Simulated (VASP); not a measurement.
# Mg2Ti3O3 (P1) in VASP: single point with PBE

Aim: the single point of Mg2Ti3O3 with PBE.

Program: VASP 6.6.1. These are calculated values, not measurements. Logs are shortened: lines on timing, memory, paths and dates and some standing lists are left out, and cuts for length are marked.

### Step 1. The cell of the first run

The typed cell holds 8 atoms: a = 2.847 Å, b = 5.266 Å, c = 7.691 Å, α = 71.63°, β = 85.10°, γ = 76.47°.

### Step 2. Single point, PBE

The input, INCAR:

```
PREC = Accurate
ENCUT = 520
EDIFF = 1E-7
ISMEAR = 0
SIGMA = 0.1
LREAL = F
LASPH = T
NELM = 60
ALGO = Normal
ISIF = 2
LWAVE = F
LCHARG = T
GGA = PE
LELF = T
LVHAR = T
NBANDS = 39
```

The input, KPOINTS:

```
Automatic mesh
0
Gamma
  12 6 4
```

The input, POSCAR:

```
Mg2Ti3O3
1.0
    2.8467640396      0.0004138463      0.0011433294
    1.2312794709      5.1200467709      0.0022917315
    0.6542980221      2.3321445790      7.2993926297
Mg Ti O
2 3 3
Direct
    0.4524453123      0.8747273574      0.0777059892
    0.5761439505      0.2719078589      0.2552859581
    0.9323959398      0.9849608929      0.7153892369
    0.1110670527      0.7011576311      0.4634935416
    0.1726220549      0.4186361115      0.8219062694
    0.7197779441      0.4146504755      0.6218683595
    0.5415781445      0.6893691494      0.8686118613
    0.4939696011      0.9779238562      0.5090721177
```

Potentials or basis: VASP PAW PBE potentials, release 64 (Mg, Ti_sv, O).

Launch:

```
> cat potpaw_PBE.64/Mg/POTCAR potpaw_PBE.64/Ti_sv/POTCAR potpaw_PBE.64/O/POTCAR > POTCAR
> mpirun -np 1 vasp_std > vasp.out
```

OUTCAR:

```text
PREC = Accurate
   ENCUT = 520
   EDIFF = 1E-7
   ISMEAR = 0
   LREAL = F
   LASPH = T
   NELM = 60
   ISIF = 2
   GGA = PE

 ion  position               nearest neighbor table
   1  0.452  0.875  0.078-   7 2.10   5 2.89   2 2.93   3 2.94   4 2.97   2 2.98   3 3.09   2 3.35

   2  0.576  0.272  0.255-   8 2.11   1 2.93   1 2.98   4 3.03   4 3.15   1 3.35
   3  0.932  0.985  0.715-   6 2.10   8 2.12   7 2.12   8 2.16   7 2.18   4 2.75   5 2.76   5 2.89
                             1 2.94   1 3.09
   4  0.111  0.701  0.463-   8 2.09   6 2.10   8 2.14   6 2.18   5 2.69   3 2.75   1 2.97   2 3.03
                             2 3.15
   5  0.173  0.419  0.822-   7 2.09   6 2.09   6 2.10   7 2.10   4 2.69   3 2.76   1 2.89   3 2.89

   6  0.720  0.415  0.622-   5 2.09   4 2.10   5 2.10   3 2.10   4 2.18
   7  0.542  0.689  0.869-   5 2.09   5 2.10   1 2.10   3 2.12   3 2.18
   8  0.494  0.978  0.509-   4 2.09   2 2.11   3 2.12   4 2.14   3 2.16

  LATTYP: Found a triclinic cell.
 ALAT       =    10.6021296402
 B/A-ratio  =     0.4966942506
 C/A-ratio  =     1.4048670393
 COS(alpha) =     0.0166052258
 COS(beta)  =     0.6883962525
 COS(gamma) =     0.7252956163

  Lattice vectors:

 A1 = (  -1.8855774930,  -7.4521913499,  -7.3016843612)
 A2 = (  -1.2312794709,  -5.1200467709,  -0.0022917315)
 A3 = (  -2.9240806129,   0.4553437666, -14.5976368573)

Analysis of symmetry for initial positions (statically):
=====================================================================
 Subroutine PRICEL returns:
 Original cell was already a primitive cell.

 Routine SETGRP: Setting up the symmetry group for a
 triclinic supercell.

 Subroutine GETGRP returns: Found  1 space group operations
 (whereof  1 operations were pure point group operations)
 out of a pool of  2 trial point group operations.

The static configuration has the point symmetry C_1 .

Analysis of symmetry for dynamics (positions and initial velocities):
=====================================================================
 Subroutine PRICEL returns:
 Original cell was already a primitive cell.

 Routine SETGRP: Setting up the symmetry group for a
 triclinic supercell.

 Subroutine GETGRP returns: Found  1 space group operations
 (whereof  1 operations were pure point group operations)
 out of a pool of  2 trial point group operations.

The dynamic configuration has the point symmetry C_1 .

 Subroutine INISYM returns: Found  1 space group operations
[... 115 lines left out ...]
   ISIF   =      2    stress and relaxation
   ISYM   =      2    0-nonsym 1-usesym 2-fastsym
   POTIM  = 0.5000    time-step for ionic-motion
   TEBEG  =    0.0;   TEEND  =   0.0 temperature during run
   PSTRESS=    0.0 pullay stress
   NELECT =      58.0000    total number of electrons
   NUPDOWN=      -1.0000    fix difference up-down
   EMIN   =  10.00;   EMAX   =-10.00  energy-range for DOS
   EFERMI =   0.00;   METHOD = LEGACY
   ISMEAR =     0;   SIGMA  =   0.10  broadening in eV -4-tet -1-fermi 0-gaus
   EFERMI_NEDOS =   21; number of points for ismear=-14 and -15
   IALGO  =     38    algorithm
   IMIX   =      4    mixing-type and parameters
     AMIX     =   0.40;   BMIX     =  1.00
     AMIX_MAG =   1.60;   BMIX_MAG =  1.00
  volume/ion in A,a.u.               =      13.30        89.73
  Fermi-wavevector in a.u.,A,eV,Ry     =   1.337437  2.527389 24.337250  1.788737
  Thomas-Fermi vector in A             =   2.465986
   LORBIT       =      0    0 simple, 1 ext, 2 COOP (PROOUT), +10 PAW based schemes
   GGA     = PE    functional components
   LHFCALC =     F    Hartree Fock is set to
   AEXX    =    0.0000 exact exchange contribution
   IVDW    =     0    specifies the selected vdW correction
   LEPSILON=     F    determine dielectric tensor
   LRPA    =     F    only Hartree local field effects (RPA)
 non-spin polarized calculation
 Gauss-broadening in eV      SIGMA  =   0.10
  energy-cutoff  :      520.00
  volume of cell :      106.37
 maximum number of plane-waves:      2882
 NGX is ok and might be reduce to    24
   NGX = 11   NGY = 19   NGZ = 29

 number of electron      57.9999997 magnetization

 Free energy of the ion-electron system (eV)
  ---------------------------------------------------
  ext. energy  EPLUGINS =         0.00000000
  ---------------------------------------------------
  free energy    TOTEN  =       -54.81949969 eV

  energy without entropy =      -54.80132037  energy(sigma->0) =      -54.81041003

 E-fermi :   6.9071     XC(G=0): -10.8365

 val. band max:        6.9027307019   @ k =   0.0000   0.1667   0.5000
 cond. band min:       6.9103869699   @ k =  -0.4167  -0.1667   0.2500
 fundamental gap:      0.0076562680
 Fermi energy:         6.9070532613

 k-point     1 :       0.0000    0.0000    0.0000
  band No.  band energies     occupation
      1     -50.5930      2.00000
      2     -50.4779      2.00000
      3     -50.3514      2.00000
      4     -27.1976      2.00000
      5     -27.0819      2.00000
      6     -26.9284      2.00000
[... 997 lines left out ...]
     38       9.6219      0.00000
     39       9.7726      0.00000

 [... further k-points ...]

------------------------ aborting loop because EDIFF is reached ----------------------------------------

  FORCE on cell =-STRESS in cart. coord.  units (eV):
  Direction    XX          YY          ZZ          XY          YZ          ZX
  --------------------------------------------------------------------------------------
  -------------------------------------------------------------------------------------
  Total        0.2021641      0.1269129      0.0427632     -0.0028926      0.0089179      0.0144382
  in kB        3.0449627      1.9115422      0.6440919     -0.0435673      0.1343205      0.2174661
  external PRESSURE =       1.8668656 kB  Pullay stress =       0.0000000 kB

 VOLUME and BASIS-vectors are now :
 -----------------------------------------------------------------------------
  energy-cutoff  :      520.00
  volume of cell :      106.37
      direct lattice vectors                 reciprocal lattice vectors
     2.846764040  0.000413846  0.001143329     0.351290128 -0.084476965 -0.004498448
     1.231279471  5.120046771  0.002291732    -0.000003332  0.195339452 -0.062410352
     0.654298022  2.332144579  7.299392630    -0.000055023 -0.000048097  0.137017999

 POSITION                                       TOTAL-FORCE (eV/Angst)
 -----------------------------------------------------------------------------------
      2.41588      4.66005      0.56973        -0.004292     -0.003168      0.000201
      2.14197      1.98778      1.86471        -0.005053     -0.007346      0.008605
      4.33515      6.71182      5.22523         0.011938      0.015545      0.007672
      1.48277      4.67094      3.38496         0.012486     -0.018106     -0.045267
      1.54464      4.06031      6.00057        -0.002320     -0.028495      0.037957
      2.96648      3.57361      4.54103        -0.001505     -0.006377     -0.020378
      2.95888      5.55555      6.34254        -0.002168      0.016248      0.040607
      2.94340      6.19445      3.71872        -0.009086      0.031698     -0.029396
 -----------------------------------------------------------------------------------
    total drift:                               -0.000174      0.000413     -0.000205

  FREE ENERGIE OF THE ION-ELECTRON SYSTEM (eV)
  ---------------------------------------------------
  free  energy   TOTEN  =       -54.8194996875 eV

  energy  without entropy=      -54.8013203702  energy(sigma->0) =      -54.81041003
```

It took 32 min on 1 thread of Intel Xeon 8259CL, shared host; peak memory 0.57 GiB.

Results:

- Free energy: -54.8195 eV
- Pressure: 0.2 GPa
- Largest force: 0.050 eV/Å
- Band gap on the k mesh: zero (bands 29 and 30 overlap by 0.47 eV)

Forces on the atoms (eV/Å):
```
Mg  -0.004 -0.003  0.000
Mg  -0.005 -0.007  0.009
Ti   0.012  0.016  0.008
Ti   0.012 -0.018 -0.045
Ti  -0.002 -0.028  0.038
O   -0.002 -0.006 -0.020
O   -0.002  0.016  0.041
O   -0.009  0.032 -0.029
```
